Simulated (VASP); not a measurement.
# Ge (Cmmm) in VASP: notebook

The runs below take Ge through single point, relaxation of cell and atoms, with PBE.

Program: VASP 6.6.1. These are calculated values, not measurements. Logs are shortened: lines on timing, memory, paths and dates and some standing lists are left out, and cuts for length are marked.

**1. The cell of the first run**

The structure is orthorhombic, space group Cmmm (No. 65). The conventional cell has a = 3.864 Å, b = 9.221 Å, c = 5.457 Å, α = 90.00°, β = 90.00°, γ = 90.00°. Ge (site symmetry mm2) has 3 Ge at 2.30 to 2.31 Å within 3.0 Å. Ge (site symmetry m2m) has 4 Ge at 2.30 to 2.31 Å within 3.0 Å.

The cell was generated, and may not be a known phase.

**2. Single point, PBE**

INCAR reads:

```
ALGO = Normal
EDIFF = 1E-6
ENCUT = 520
GGA = PE
ISIF = 2
ISMEAR = 0
LASPH = True
LCHARG = False
LREAL = False
LWAVE = False
NBANDS = 36
NELM = 100
PREC = Accurate
SIGMA = 0.1
```

KPOINTS reads:

```
k-points
0
Gamma
  6 6 4
```

POSCAR reads:

```
Ge
1.0
    1.9317783600     -4.6106867500      0.0000000000
    1.9317783600      4.6106867500      0.0000000000
    0.0000000000      0.0000000000      5.4566727200
Ge
4
Direct
    0.5000000000      0.5000000000      0.7895990000
    0.5000000000      0.5000000000      0.2104010000
    0.3173019000      0.6826981000      0.5000000000
    0.6826981000      0.3173019000      0.5000000000
```

Potentials or basis: VASP PAW PBE potentials, release 64 (Ge_d).

Command:

```
$ cat potpaw_PBE.64/Ge_d/POTCAR > POTCAR
$ mpirun -np 1 vasp_std > vasp.out
```

OUTCAR:

```text
EDIFF = 1E-6
   ENCUT = 520
   GGA = PE
   ISIF = 2
   ISMEAR = 0
   LASPH = True
   LREAL = False
   NELM = 100
   PREC = Accurate

 ion  position               nearest neighbor table
   1  0.500  0.500  0.790-   2 2.30   3 2.31   4 2.31
   2  0.500  0.500  0.210-   1 2.30   3 2.31   4 2.31
   3  0.317  0.683  0.500-   4 2.30   4 2.30   2 2.31   1 2.31
   4  0.683  0.317  0.500-   3 2.30   3 2.30   2 2.31   1 2.31

  LATTYP: Found a base centered orthorhombic cell.
 ALAT       =     3.8635567200
 B/A-ratio  =     2.3867576351
 C/A-ratio  =     1.4123444058

  Lattice vectors:

 A1 = (   1.9317783600,  -4.6106867500,   0.0000000000)
 A2 = (   1.9317783600,   4.6106867500,   0.0000000000)
 A3 = (   0.0000000000,   0.0000000000,   5.4566727200)

Analysis of symmetry for initial positions (statically):
=====================================================================
 Subroutine PRICEL returns:
 Original cell was already a primitive cell.

 Routine SETGRP: Setting up the symmetry group for a
 base centered orthorhombic supercell.

 Subroutine GETGRP returns: Found  8 space group operations
 (whereof  8 operations were pure point group operations)
 out of a pool of  8 trial point group operations.

The static configuration has the point symmetry D_2h.

Analysis of symmetry for dynamics (positions and initial velocities):
=====================================================================
 Subroutine PRICEL returns:
 Original cell was already a primitive cell.

 Routine SETGRP: Setting up the symmetry group for a
 base centered orthorhombic supercell.

 Subroutine GETGRP returns: Found  8 space group operations
 (whereof  8 operations were pure point group operations)
 out of a pool of  8 trial point group operations.

The dynamic configuration has the point symmetry D_2h.

 Subroutine INISYM returns: Found  8 space group operations
 (whereof  8 operations are pure point group operations),
 and found     1 'primitive' translations

----------------------------------------------------------------------------------------

                                     Primitive cell

  volume of cell :      97.2033

[... 81 lines left out ...]
   NGXF,Y,Z  is equivalent  to a cutoff of  26.60, 26.60, 25.59 a.u.
 SYSTEM =  unknown system
   PREC   = accura    normal or accurate (medium, high low for compatibility)
   ISTART =      0    job   : 0-new  1-cont  2-samecut
   ICHARG =      2    charge: 1-file 2-atom 10-const
   ISPIN  =      1    spin polarized calculation?
   LNONCOLLINEAR =      F non collinear calculations
   LSORBIT =      F    spin-orbit coupling
   LASPH  =      T    aspherical Exc in radial PAW
   ENCUT  =  520.0 eV  38.22 Ry    6.18 a.u.   9.29  9.29 10.15*2*pi/ulx,y,z
   NELM   =    100;   NELMIN=  2; NELMDL= -5     # of ELM steps
   EDIFF  = 0.1E-05   stopping-criterion for ELM
   LREAL  =      F    real-space projection
   EDIFFG = 0.1E-04   stopping-criterion for IOM
   NSW    =      0    number of steps for IOM
   IBRION =     -1    ionic relax: 0-MD 1-quasi-New 2-CG
   NFREE  =      0    steps in history (QN), initial steepest desc. (CG)
   ISIF   =      2    stress and relaxation
   ISYM   =      2    0-nonsym 1-usesym 2-fastsym
   POTIM  = 0.5000    time-step for ionic-motion
   TEBEG  =    0.0;   TEEND  =   0.0 temperature during run
   PSTRESS=    0.0 pullay stress
   NELECT =      56.0000    total number of electrons
   NUPDOWN=      -1.0000    fix difference up-down
   EMIN   =  10.00;   EMAX   =-10.00  energy-range for DOS
   EFERMI =   0.00;   METHOD = LEGACY
   ISMEAR =     0;   SIGMA  =   0.10  broadening in eV -4-tet -1-fermi 0-gaus
   EFERMI_NEDOS =   21; number of points for ismear=-14 and -15
   IALGO  =     38    algorithm
   IMIX   =      4    mixing-type and parameters
     AMIX     =   0.40;   BMIX     =  1.00
     AMIX_MAG =   1.60;   BMIX_MAG =  1.00
  volume/ion in A,a.u.               =      24.30       163.99
  Fermi-wavevector in a.u.,A,eV,Ry     =   1.362209  2.574203 25.247171  1.855615
  Thomas-Fermi vector in A             =   2.488719
   LORBIT       =      0    0 simple, 1 ext, 2 COOP (PROOUT), +10 PAW based schemes
   GGA     = PE    functional components
   LHFCALC =     F    Hartree Fock is set to
   AEXX    =    0.0000 exact exchange contribution
   IVDW    =     0    specifies the selected vdW correction
   LEPSILON=     F    determine dielectric tensor
   LRPA    =     F    only Hartree local field effects (RPA)
 non-spin polarized calculation
 Gauss-broadening in eV      SIGMA  =   0.10
  energy-cutoff  :      520.00
  volume of cell :       97.20
 maximum number of plane-waves:      2641
 NGX is ok and might be reduce to    40
   NGX = 19   NGY = 19   NGZ = 21

 number of electron      56.0000023 magnetization

 Free energy of the ion-electron system (eV)
  ---------------------------------------------------
  ext. energy  EPLUGINS =         0.00000000
  ---------------------------------------------------
  free energy    TOTEN  =       -15.50322234 eV

  energy without entropy =      -15.49810135  energy(sigma->0) =      -15.50066185

 E-fermi :   4.3456     XC(G=0):  -9.3980

 val. band max:        4.3379583260   @ k =   0.0000   0.0000   0.2500
 cond. band min:       4.3465902862   @ k =   0.5000   0.5000   0.5000
 fundamental gap:      0.0086319602
 Fermi energy:         4.3455577892

 k-point     1 :       0.0000    0.0000    0.0000
  band No.  band energies     occupation
      1     -20.8752      2.00000
      2     -20.8302      2.00000
      3     -20.8139      2.00000
      4     -20.8025      2.00000
      5     -20.7774      2.00000
      6     -20.7638      2.00000
[... 925 lines left out ...]
     35      10.5521      0.00000
     36      10.9585      0.00000

 [... further k-points ...]
[... 5 lines left out ...]
  --------------------------------------------------------------------------------------
  -------------------------------------------------------------------------------------
  Total        4.4609759     12.5176317      7.2567151      0.0000000      0.0000000      0.0000000
  in kB       73.5291661    206.3250392    119.6106471      0.0000000      0.0000000      0.0000000
  external PRESSURE =     133.1549508 kB  Pullay stress =       0.0000000 kB

 VOLUME and BASIS-vectors are now :
 -----------------------------------------------------------------------------
  energy-cutoff  :      520.00
  volume of cell :       97.20
      direct lattice vectors                 reciprocal lattice vectors
     1.931778360 -4.610686750  0.000000000     0.258828865 -0.108443715  0.000000000
     1.931778360  4.610686750  0.000000000     0.258828865  0.108443715  0.000000000
     0.000000000  0.000000000  5.456672720     0.000000000  0.000000000  0.183261861

 POSITION                                       TOTAL-FORCE (eV/Angst)
 -----------------------------------------------------------------------------------
      1.93178      0.00000      4.30858         0.000000      0.000000      1.490217
      1.93178      0.00000      1.14809        -0.000000      0.000000     -1.490217
      1.93178      1.68473      2.72834        -0.000000     -0.021231      0.000000
      1.93178     -1.68473      2.72834        -0.000000      0.021231      0.000000
 -----------------------------------------------------------------------------------
    total drift:                               -0.000000      0.000000     -0.000000

  FREE ENERGIE OF THE ION-ELECTRON SYSTEM (eV)
  ---------------------------------------------------
  free  energy   TOTEN  =       -15.5032223428 eV

  energy  without entropy=      -15.4981013501  energy(sigma->0) =      -15.50066185
```

stdout:

```text
POSCAR found type information on POSCAR Ge
 POSCAR found :  1 types and       4 ions
 scaLAPACK will be used
 LDA part: xc-table for (Slater+PW92), standard interpolation
 POSCAR, INCAR and KPOINTS ok, starting setup
 FFT: planning ... GRIDC
 FFT: planning ... GRID_SOFT
 FFT: planning ... GRID
 WAVECAR not read
 entering main loop
```

It took 98 s on 1 thread of AMD EPYC 9R45 (Zen 5), shared host; peak memory 0.25 GiB.

Results:

| Item | Value |
| --- | --- |
| Free energy | -15.5032 eV |
| Pressure | 13.3 GPa |
| Largest force | 1.490 eV/Å |
| Band gap on the k mesh | zero (bands 28 and 29 overlap by 2.41 eV) |

Forces on the atoms (eV/Å):
```
Ge   0.000  0.000  1.490
Ge   0.000  0.000 -1.490
Ge   0.000 -0.021  0.000
Ge   0.000  0.021  0.000
```

Levels at points of the mesh, in eV from the Fermi level:
```tsv
k point	band 25	band 26	band 27	band 28	band 29	band 30	band 31	band 32
(0.00, 0.00, 0.00)	-4.77	-2.16	-1.09	-0.33	0.78	1.71	2.29	3.62
(0.50, 0.00, 0.00)	-4.95	-4.26	-2.41	-1.43	0.53	2.21	2.40	3.51
(0.50, 0.50, 0.00)	-4.02	-3.07	-1.66	0.64	1.72	1.97	3.29	4.50
(0.00, 0.00, 0.50)	-2.77	-2.50	-2.14	0.84	0.89	1.03	1.42	1.86
(0.50, 0.00, 0.50)	-3.67	-3.57	-2.09	-1.70	0.44	1.14	2.11	4.08
(0.50, 0.50, 0.50)	-2.87	-1.33	-0.23	0.00	0.80	1.25	3.44	3.86
```

Caveat: the stress differs along the axes, from 7 to 21 GPa; forces of over 1 eV/Å act on the atoms, so gaps and moduli don't describe the material at rest.

**3. Single point, PBE**

This run uses another cell than the first one, of 29.20 Å³/atom.

INCAR reads:

```
PREC = Accurate
ENCUT = 520
EDIFF = 1E-6
ISMEAR = 0
SIGMA = 0.1
LREAL = F
LASPH = T
NELM = 60
ALGO = Normal
ISIF = 2
LWAVE = F
LCHARG = F
GGA = PE
NBANDS = 36
```

KPOINTS reads:

```
Automatic mesh
0
Gamma
  6 6 4
```

POSCAR reads:

```
Ge
1.0
    1.9607827373     -5.2123511079      0.0000000000
    1.9607827373      5.2123511079      0.0000000000
    0.0000000000      0.0000000000      5.7133991820
Ge
4
Direct
    0.5000000000      0.5000000000      0.7904933950
    0.5000000000      0.5000000000      0.2095066050
    0.3227408397      0.6772591603      0.5000000000
    0.6772591603      0.3227408397      0.5000000000
```

Potentials or basis: VASP PAW PBE potentials, release 64 (Ge_d).

Command:

```
$ cat potpaw_PBE.64/Ge_d/POTCAR > POTCAR
$ mpirun -np 1 vasp_std > vasp.out
```

Run time: 2 min. Hardware: 1 thread of AMD EPYC 9R45 (Zen 5), shared host; peak memory 0.27 GiB.

It converged, with:

```yaml
Free_energy: -16.4045 eV
Pressure: 0.0 GPa
Largest_force: 0.027 eV/Å
Band_gap_on_the_k_mesh: zero (bands 28 and 29 overlap by 2.01 eV)
```

Forces on the atoms (eV/Å):
```
Ge   0.000  0.000 -0.027
Ge   0.000  0.000  0.027
Ge   0.000  0.000  0.000
Ge   0.000  0.000  0.000
```

Stress tensor (GPa, compression positive):
```
-0.17  0.00  0.00
 0.00  0.11  0.00
 0.00  0.00  0.00
```

Levels at points of the mesh, in eV from the Fermi level:
```
           k point  band 24  band 25  band 26  band 27  band 28  band 29  band 30  band 31  band 32  band 33
(0.00, 0.00, 0.00)    -6.64    -4.32    -1.12    -1.10     0.07     0.20     1.23     2.60     3.47     3.74
(0.50, 0.00, 0.00)    -6.49    -4.24    -3.75    -1.83    -1.52     0.53     1.89     1.94     1.95     3.65
(0.50, 0.50, 0.00)    -6.20    -3.20    -1.85    -1.83     0.35     1.57     1.67     3.32     3.33     4.52
(0.00, 0.00, 0.50)    -6.47    -2.37    -2.35    -1.08     0.62     1.01     1.14     1.19     2.33     5.26
(0.50, 0.00, 0.50)    -5.83    -3.24    -2.84    -1.90    -1.39    -0.04     0.16     2.08     3.02     4.00
(0.50, 0.50, 0.50)    -4.08    -1.63    -1.49    -1.25    -0.98     1.04     1.67     2.94     3.50     4.10
```

**4. Relaxation of cell and atoms, PBE**

INCAR reads:

```
SYSTEM = Ge
PREC     = Accurate       ! precision mode
ENCUT    = 600            ! plane-wave cutoff, eV
EDIFF    = 1E-7           ! SCF threshold, eV
ISMEAR   = 0              ! smearing method
SIGMA    = 0.1            ! smearing width, eV
LREAL    = .False.        ! projectors in reciprocal space
LASPH    = .True.         ! aspherical terms in the spheres
NELM     = 80             ! most SCF steps
ALGO     = Normal         ! electronic algorithm
ISIF     = 3              ! what is computed and relaxed
LWAVE    = .False.        ! write WAVECAR
LCHARG   = .False.        ! write CHGCAR
GGA      = PE             ! functional
IBRION   = 2              ! ionic algorithm
NSW      = 90             ! ionic steps
EDIFFG   = -0.04          ! ionic threshold
```

KPOINTS reads:

```
regular mesh
0
Gamma
  6 6 4
  0 0 0
```

POSCAR reads:

```
Ge
1.0
    1.9317783600     -4.6106867500      0.0000000000
    1.9317783600      4.6106867500      0.0000000000
    0.0000000000      0.0000000000      5.4566727200
Ge
4
Direct
    0.5000000000      0.5000000000      0.7895990000
    0.5000000000      0.5000000000      0.2104010000
    0.3173019000      0.6826981000      0.5000000000
    0.6826981000      0.3173019000      0.5000000000
```

Command:

```
$ cat potpaw_PBE.64/Ge_d/POTCAR > POTCAR
$ mpirun -np 1 vasp_std > vasp.out
```

Wall time 18 min (1 thread of AMD EPYC 9R45 (Zen 5), shared host); peak memory 0.29 GiB.

The run converged. Its results:

- Free energy: -16.4017 eV
- Relaxed volume: 29.25 Å³/atom
- Relaxed cell: a = 5.578 Å, b = 5.578 Å, c = 5.696 Å, α = 90.00°, β = 90.00°, γ = 138.69°
- Space group after relaxing (to 0.1 Å): Cmmm (No. 65)
- Energy gained by relaxing: 224.5 meV/atom
- Ionic steps: 12
- Pressure after relaxing: 0.0 GPa
- Largest force after relaxing: 0.027 eV/Å
- Band gap on the k mesh: zero (bands 28 and 29 overlap by 1.97 eV)

Forces on the atoms (eV/Å):
```
Ge   0.000  0.000  0.005
Ge   0.000  0.000 -0.005
Ge   0.000 -0.027  0.000
Ge   0.000  0.027  0.000
```

Stress tensor (GPa, compression positive):
```
-0.19  0.00  0.00
 0.00 -0.01  0.00
 0.00  0.00  0.06
```

Step by step:
| step | energy change (eV) | largest force (eV/Å) | pressure (GPa) | volume (Å³) |
| --- | --- | --- | --- | --- |
| 1 | 0.0000 | 1.4915 | 13.35 | 97.20 |
| 2 | -0.6589 | 1.2748 | -2.37 | 128.30 |
| 3 | -0.8137 | 0.8774 | 0.61 | 116.14 |
| 4 | -0.8138 | 0.8842 | 0.37 | 116.74 |
| 5 | -0.8828 | 0.1214 | -0.42 | 119.46 |
| 6 | -0.8838 | 0.0225 | -0.46 | 119.83 |
| 7 | -0.8918 | 0.0264 | -0.14 | 118.56 |
| 8 | -0.8936 | 0.0592 | 0.09 | 117.74 |
| 9 | -0.8937 | 0.0644 | 0.14 | 117.60 |
| 10 | -0.8963 | 0.0613 | -0.04 | 117.58 |
| 11 | -0.8967 | 0.0846 | -0.15 | 117.56 |
| 12 | -0.8982 | 0.0271 | -0.05 | 116.99 |

Final structure:
```cif
data_structure
_symmetry_space_group_name_H-M 'P 1'
_symmetry_Int_Tables_number 1
_cell_length_a 5.5775
_cell_length_b 5.5775
_cell_length_c 5.6964
_cell_angle_alpha 90.000
_cell_angle_beta 90.000
_cell_angle_gamma 138.686
_cell_volume 116.99
loop_
_atom_site_label
_atom_site_type_symbol
_atom_site_fract_x
_atom_site_fract_y
_atom_site_fract_z
_atom_site_occupancy
Ge1 Ge 0.50000 0.50000 0.79005 1
Ge2 Ge 0.50000 0.50000 0.20995 1
Ge3 Ge 0.32231 0.67769 0.50000 1
Ge4 Ge 0.67769 0.32231 0.50000 1
```

Levels at points of the mesh, in eV from the Fermi level:
```
           k point  band 26  band 27  band 28  band 29  band 30  band 31
(0.00, 0.00, 0.00)    -1.14    -1.11     0.04     0.21     1.23     2.56
(0.50, 0.00, 0.00)    -3.75    -1.82    -1.52     0.57     1.88     1.94
(0.50, 0.50, 0.00)    -1.87    -1.85     0.29     1.59     1.64     3.29
(0.00, 0.00, 0.50)    -2.32    -1.12     0.68     1.02     1.12     1.16
(0.50, 0.00, 0.50)    -2.84    -1.88    -1.36    -0.04     0.20     2.07
(0.50, 0.50, 0.50)    -1.48    -1.19    -0.99     1.02     1.65     2.96
```

Caveat: the volume moved by over 15 % at a fixed basis, so the end points are rough.

**5. Summary**

```tsv
task	cell	cutoff (eV)	gap on the mesh (eV)	pressure (GPa)	largest force (eV/Å)
single point	a = 4.999, b = 4.999, c = 5.457 Å, angles 90.0, 90.0, 134.5°, 4 atoms, atomic positions A	520	none	13.3	1.49
single point	a = 5.569, b = 5.569, c = 5.713 Å, angles 90.0, 90.0, 138.8°, 4 atoms, atomic positions B	520	none	0.0	0.03
relaxation of cell and atoms	relaxed from a = 4.999, b = 4.999, c = 5.457 Å, angles 90.0, 90.0, 134.5°, 4 atoms, atomic positions A	600	none	0.0	0.03
```

Alike in all rows: level PBE; potentials or basis VASP PAW PBE potentials, release 64 (Ge_d); no spin polarisation; k mesh 6 × 6 × 4; smearing gaussian 0.1 eV.

Caveats: the stress differs along the axes, from 7 to 21 GPa (at least some runs); forces of over 1 eV/Å act on the atoms, so gaps and moduli don't describe the material at rest (at least some runs); the volume moved by over 15 % at a fixed basis, so the end points are rough (at least some runs).

Total energies depend on the potentials used, so only differences within one code and one set of settings carry meaning.

The gap in the log of VASP goes by the Fermi energy; the results here count the filled bands.